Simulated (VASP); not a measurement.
# CdAg4Mo (F-43m) in VASP: single point with PBE

Aim: the single point of CdAg4Mo with PBE.

Everything below comes from runs of VASP 6.6.1. Logs are shortened: lines on timing, memory, paths and dates and some standing lists are left out, and cuts for length are marked.

### Step 1. The cell of the first run

It takes space group F-43m (No. 216, cubic). The conventional cell has a = 7.535 Å, b = 7.535 Å, c = 7.535 Å, α = 90.00°, β = 90.00°, γ = 90.00°. Within 3.5 Å of Ag (site symmetry 3m) lie 6 Ag at 2.65 to 2.68 Å and 3 Cd at 3.12 Å and 3 Mo at 3.13 Å. Within 4.1 Å of Cd (site symmetry -43m) lie 12 Ag at 3.12 Å and 4 Mo at 3.26 Å. Within 4.1 Å of Mo (site symmetry -43m) lie 12 Ag at 3.13 Å and 4 Cd at 3.26 Å.

### Step 2. Single point, PBE

Input file INCAR:

```
SYSTEM = CdAg4Mo
ALGO = Normal
EDIFF = 1E-7
ENCUT = 520
GGA = PE
ISIF = 2
ISMEAR = -1
LASPH = .True.
LCHARG = .False.
LREAL = .False.
LWAVE = .False.
NBANDS = 44
NELM = 100
PREC = Accurate
SIGMA = 0.1
```

Input file KPOINTS:

```
k-points
0
Gamma
  6 6 6
  0 0 0
```

Input file POSCAR:

```
CdAg4Mo
1.0
    0.0000000000      3.7675840000      3.7675840000
    3.7675840000      0.0000000000      3.7675840000
    3.7675840000      3.7675840000      0.0000000000
Ag Cd Mo
4 1 1
Direct
    0.3741300000      0.3741300000      0.3741300000
    0.8776100000      0.3741300000      0.3741300000
    0.3741300000      0.3741300000      0.8776100000
    0.3741300000      0.8776100000      0.3741300000
    0.0000000000      0.0000000000      0.0000000000
    0.7500000000      0.7500000000      0.7500000000
```

Potentials or basis: VASP PAW PBE potentials, release 64 (Ag, Cd, Mo_sv).

Started as:

```bash
$ cat potpaw_PBE.64/Ag/POTCAR potpaw_PBE.64/Cd/POTCAR potpaw_PBE.64/Mo_sv/POTCAR > POTCAR
$ mpirun -np 1 vasp_std > vasp.out
```

OUTCAR:

```text
SYSTEM = CdAg4Mo
   EDIFF = 1E-7
   ENCUT = 520
   GGA = PE
   ISIF = 2
   ISMEAR = -1
   LASPH = .True.
   LREAL = .False.
   NELM = 100
   PREC = Accurate

 ion  position               nearest neighbor table
   1  0.374  0.374  0.374-   2 2.65   3 2.65   4 2.65   2 2.68   4 2.68   3 2.68   5 3.12   5 3.12
                             5 3.12   6 3.13   6 3.13   6 3.13
   2  0.878  0.374  0.374-   1 2.65   3 2.65   4 2.65   4 2.68   3 2.68   1 2.68   5 3.12   5 3.12
                             5 3.12   6 3.13   6 3.13   6 3.13
   3  0.374  0.374  0.878-   1 2.65   2 2.65   4 2.65   4 2.68   2 2.68   1 2.68   5 3.12   5 3.12
                             5 3.12   6 3.13   6 3.13   6 3.13
   4  0.374  0.878  0.374-   1 2.65   2 2.65   3 2.65   2 2.68   3 2.68   1 2.68   5 3.12   5 3.12
                             5 3.12   6 3.13   6 3.13   6 3.13
   5  0.000  0.000  0.000-   2 3.12   3 3.12   4 3.12   1 3.12   2 3.12   4 3.12   1 3.12   2 3.12
                             3 3.12   1 3.12   3 3.12   4 3.12   6 3.26   6 3.26   6 3.26   6 3.26
   6  0.750  0.750  0.750-   1 3.13   3 3.13   4 3.13   1 3.13   2 3.13   3 3.13   1 3.13   2 3.13
                             4 3.13   2 3.13   3 3.13   4 3.13   5 3.26   5 3.26   5 3.26   5 3.26

  LATTYP: Found a face centered cubic cell.
 ALAT       =     7.5351680000

  Lattice vectors:

 A1 = (   0.0000000000,   3.7675840000,   3.7675840000)
 A2 = (   3.7675840000,   0.0000000000,   3.7675840000)
 A3 = (   3.7675840000,   3.7675840000,   0.0000000000)

Analysis of symmetry for initial positions (statically):
=====================================================================
 Subroutine PRICEL returns:
 Original cell was already a primitive cell.

 Routine SETGRP: Setting up the symmetry group for a
 face centered cubic supercell.

 Subroutine GETGRP returns: Found 24 space group operations
 (whereof 24 operations were pure point group operations)
 out of a pool of 48 trial point group operations.

The static configuration has the point symmetry T_d .

Analysis of symmetry for dynamics (positions and initial velocities):
=====================================================================
 Subroutine PRICEL returns:
 Original cell was already a primitive cell.

 Routine SETGRP: Setting up the symmetry group for a
 face centered cubic supercell.

 Subroutine GETGRP returns: Found 24 space group operations
 (whereof 24 operations were pure point group operations)
 out of a pool of 48 trial point group operations.

The dynamic configuration has the point symmetry T_d .

 Subroutine INISYM returns: Found 24 space group operations
 (whereof 24 operations are pure point group operations),
 and found     1 'primitive' translations

----------------------------------------------------------------------------------------

                                     Primitive cell

  volume of cell :     106.9594

  direct lattice vectors                    reciprocal lattice vectors
     0.000000000  3.767584000  3.767584000    -0.132711042  0.132711042  0.132711042
     3.767584000  0.000000000  3.767584000     0.132711042 -0.132711042  0.132711042
     3.767584000  3.767584000  0.000000000     0.132711042  0.132711042 -0.132711042

  length of vectors
     5.328168390  5.328168390  5.328168390     0.229862268  0.229862268  0.229862268

  position of ions in fractional coordinates (direct lattice)
     0.374130000  0.374130000  0.374130000
     0.877610000  0.374130000  0.374130000
     0.374130000  0.374130000  0.877610000
     0.374130000  0.877610000  0.374130000
     0.000000000  0.000000000  0.000000000
     0.750000000  0.750000000  0.750000000

  ion indices of the primitive-cell ions
   primitive index   ion index
                 1           1
                 2           2
                 3           3
                 4           4
                 5           5
                 6           6

----------------------------------------------------------------------------------------

 KPOINTS: k-points

Automatic generation of k-mesh.
 Grid dimensions read from file:
 generate k-points for:    6    6    6

 Generating k-lattice:

  Cartesian coordinates                     Fractional coordinates (reciprocal lattice)
    -0.022118507  0.022118507  0.022118507     0.166666667  0.000000000  0.000000000
     0.022118507 -0.022118507  0.022118507     0.000000000  0.166666667  0.000000000
     0.022118507  0.022118507 -0.022118507     0.000000000  0.000000000  0.166666667

  Length of vectors
     0.038310378  0.038310378  0.038310378

  Shift w.r.t. Gamma in fractional coordinates (k-lattice)
     0.000000000  0.000000000  0.000000000

 Subroutine IBZKPT returns following result:
 ===========================================

 Found     16 irreducible k-points:

 Following reciprocal coordinates:
            Coordinates               Weight
  0.000000  0.000000  0.000000      1.000000
  0.166667  0.000000  0.000000      8.000000
  0.333333  0.000000  0.000000      8.000000
  0.500000  0.000000  0.000000      4.000000
  0.166667  0.166667  0.000000      6.000000
  0.333333  0.166667  0.000000     24.000000
[... 8 lines left out ...]
 -0.333333  0.333333  0.166667     24.000000
 -0.333333  0.500000  0.166667     12.000000
   k-points           NKPTS =     16   k-points in BZ     NKDIM =     16   number of bands    NBANDS=     44
   number of dos      NEDOS =    301   number of ions     NIONS =      6
   total plane-waves  NPLWV =  64000
   dimension x,y,z NGX =    40 NGY =   40 NGZ =   40
   dimension x,y,z NGXF=    80 NGYF=   80 NGZF=   80
   ions per type =               4   1   1
   NGX,Y,Z   is equivalent  to a cutoff of  12.48, 12.48, 12.48 a.u.
   NGXF,Y,Z  is equivalent  to a cutoff of  24.96, 24.96, 24.96 a.u.
 SYSTEM =  CdAg4Mo
   PREC   = accura    normal or accurate (medium, high low for compatibility)
   ISTART =      0    job   : 0-new  1-cont  2-samecut
   ICHARG =      2    charge: 1-file 2-atom 10-const
   ISPIN  =      1    spin polarized calculation?
   LNONCOLLINEAR =      F non collinear calculations
   LSORBIT =      F    spin-orbit coupling
   LASPH  =      T    aspherical Exc in radial PAW
   ENCUT  =  520.0 eV  38.22 Ry    6.18 a.u.   9.91  9.91  9.91*2*pi/ulx,y,z
   NELM   =    100;   NELMIN=  2; NELMDL= -5     # of ELM steps
   EDIFF  = 0.1E-06   stopping-criterion for ELM
   LREAL  =      F    real-space projection
   EDIFFG = 0.1E-05   stopping-criterion for IOM
   NSW    =      0    number of steps for IOM
   IBRION =     -1    ionic relax: 0-MD 1-quasi-New 2-CG
   NFREE  =      0    steps in history (QN), initial steepest desc. (CG)
   ISIF   =      2    stress and relaxation
   ISYM   =      2    0-nonsym 1-usesym 2-fastsym
   POTIM  = 0.5000    time-step for ionic-motion
   TEBEG  =    0.0;   TEEND  =   0.0 temperature during run
   PSTRESS=    0.0 pullay stress
   NELECT =      70.0000    total number of electrons
   NUPDOWN=      -1.0000    fix difference up-down
   EMIN   =  10.00;   EMAX   =-10.00  energy-range for DOS
   EFERMI =   0.00;   METHOD = LEGACY
   ISMEAR =    -1;   SIGMA  =   0.10  broadening in eV -4-tet -1-fermi 0-gaus
   EFERMI_NEDOS =   21; number of points for ismear=-14 and -15
   IALGO  =     38    algorithm
   IMIX   =      4    mixing-type and parameters
     AMIX     =   0.40;   BMIX     =  1.00
     AMIX_MAG =   1.60;   BMIX_MAG =  1.00
  volume/ion in A,a.u.               =      17.83       120.30
  Fermi-wavevector in a.u.,A,eV,Ry     =   1.421351  2.685963 27.487003  2.020238
  Thomas-Fermi vector in A             =   2.542170
   LORBIT       =      0    0 simple, 1 ext, 2 COOP (PROOUT), +10 PAW based schemes
   GGA     = PE    functional components
   LHFCALC =     F    Hartree Fock is set to
   AEXX    =    0.0000 exact exchange contribution
   IVDW    =     0    specifies the selected vdW correction
   LEPSILON=     F    determine dielectric tensor
   LRPA    =     F    only Hartree local field effects (RPA)
 non-spin polarized calculation
  energy-cutoff  :      520.00
  volume of cell :      106.96
 maximum number of plane-waves:      2899
   NGX = 19   NGY = 19   NGZ = 19

 number of electron      69.9999977 magnetization

 Free energy of the ion-electron system (eV)
  ---------------------------------------------------
  ext. energy  EPLUGINS =         0.00000000
  ---------------------------------------------------
  free energy    TOTEN  =       -18.98721948 eV

  energy without entropy =      -18.73760958  energy(sigma->0) =      -18.86241453

 E-fermi :   7.7875     XC(G=0): -12.0910

 val. band max:        7.7835390829   @ k =  -0.3333   0.1667   0.0000
 cond. band min:       7.7963022168   @ k =   0.5000   0.1667   0.0000
 fundamental gap:      0.0127631339
 Fermi energy:         7.7875369945

 k-point     1 :       0.0000    0.0000    0.0000
  band No.  band energies     occupation
      1     -53.1587      2.00000
      2     -27.2182      2.00000
      3     -27.2182      2.00000
      4     -27.2182      2.00000
      5      -0.7665      2.00000
      6      -0.7665      2.00000
[... 36 lines left out ...]
     43      12.8326      0.00000
     44      13.9147      0.00000

 k-point     2 :       0.1667    0.0000    0.0000
  band No.  band energies     occupation
      1     -53.1587      2.00000
      2     -27.2184      2.00000
      3     -27.2182      2.00000
      4     -27.2182      2.00000
      5      -0.7751      2.00000
      6      -0.7717      2.00000
[... 36 lines left out ...]
     43      13.3773      0.00000
     44      13.7315      0.00000

 k-point     3 :       0.3333    0.0000    0.0000
  band No.  band energies     occupation
      1     -53.1587      2.00000
      2     -27.2187      2.00000
      3     -27.2182      2.00000
      4     -27.2182      2.00000
      5      -0.8012      2.00000
      6      -0.7715      2.00000
[... 600 lines left out ...]
     43      14.4571      0.00000
     44      15.2558      0.00000

 k-point    16 :      -0.3333    0.5000    0.1667
  band No.  band energies     occupation
      1     -53.1587      2.00000
      2     -27.2187      2.00000
      3     -27.2184      2.00000
      4     -27.2183      2.00000
      5      -0.8030      2.00000
      6      -0.7882      2.00000
[... 36 lines left out ...]
     43      15.8319      0.00000
     44      16.3340      0.00000

------------------------ aborting loop because EDIFF is reached ----------------------------------------

  FORCE on cell =-STRESS in cart. coord.  units (eV):
  Direction    XX          YY          ZZ          XY          YZ          ZX
  --------------------------------------------------------------------------------------
  -------------------------------------------------------------------------------------
  Total        3.4212780      3.4212780      3.4212780     -0.0000000      0.0000000      0.0000000
  in kB       51.2483778     51.2483778     51.2483778     -0.0000000      0.0000000      0.0000000
  external PRESSURE =      51.2483778 kB  Pullay stress =       0.0000000 kB

 VOLUME and BASIS-vectors are now :
 -----------------------------------------------------------------------------
  energy-cutoff  :      520.00
  volume of cell :      106.96
      direct lattice vectors                 reciprocal lattice vectors
     0.000000000  3.767584000  3.767584000    -0.132711042  0.132711042  0.132711042
     3.767584000  0.000000000  3.767584000     0.132711042 -0.132711042  0.132711042
     3.767584000  3.767584000  0.000000000     0.132711042  0.132711042 -0.132711042

 POSITION                                       TOTAL-FORCE (eV/Angst)
 -----------------------------------------------------------------------------------
      2.81913      2.81913      2.81913         0.317762      0.317762      0.317762
      2.81913      4.71604      4.71604         0.317762     -0.317762     -0.317762
      4.71604      4.71604      2.81913        -0.317762     -0.317762      0.317762
      4.71604      2.81913      4.71604        -0.317762      0.317762     -0.317762
      0.00000      0.00000      0.00000         0.000000      0.000000      0.000000
      5.65138      5.65138      5.65138        -0.000000      0.000000      0.000000
 -----------------------------------------------------------------------------------
    total drift:                                0.000000      0.000000      0.000001

  FREE ENERGIE OF THE ION-ELECTRON SYSTEM (eV)
  ---------------------------------------------------
  free  energy   TOTEN  =       -18.9872194842 eV

  energy  without entropy=      -18.7376095771  energy(sigma->0) =      -18.86241453
```

Run time: 81 s. Hardware: 1 thread of AMD EPYC 7R13 (Zen 3), shared host; peak memory 0.24 GiB.

Results:

```
Free energy            : -18.9872 eV
Pressure               : 5.1 GPa
Largest force          : 0.550 eV/Å
Band gap on the k mesh : zero (band 35 reaches 7.83 eV, above the bottom of band 36 at 7.63 eV)
```

Forces in eV/Å, atoms in the order of the input:
```
Ag   0.318  0.318  0.318
Ag   0.318 -0.318 -0.318
Ag  -0.318 -0.318  0.318
Ag  -0.318  0.318 -0.318
Cd   0.000  0.000  0.000
Mo   0.000  0.000  0.000
```

Levels at points of the mesh, in eV from the Fermi level:
```csv
k point,band 32,band 33,band 34,band 35,band 36,band 37,band 38,band 39
"(0.00, 0.00, 0.00)",-1.27,-1.27,-0.65,-0.65,0.19,2.53,2.53,2.53
"(0.50, 0.00, 0.00)",-0.81,-0.81,-0.39,-0.07,-0.07,0.70,1.53,1.53
"(0.50, 0.50, 0.00)",-2.28,-0.33,-0.20,-0.20,0.03,0.14,0.14,1.60
```
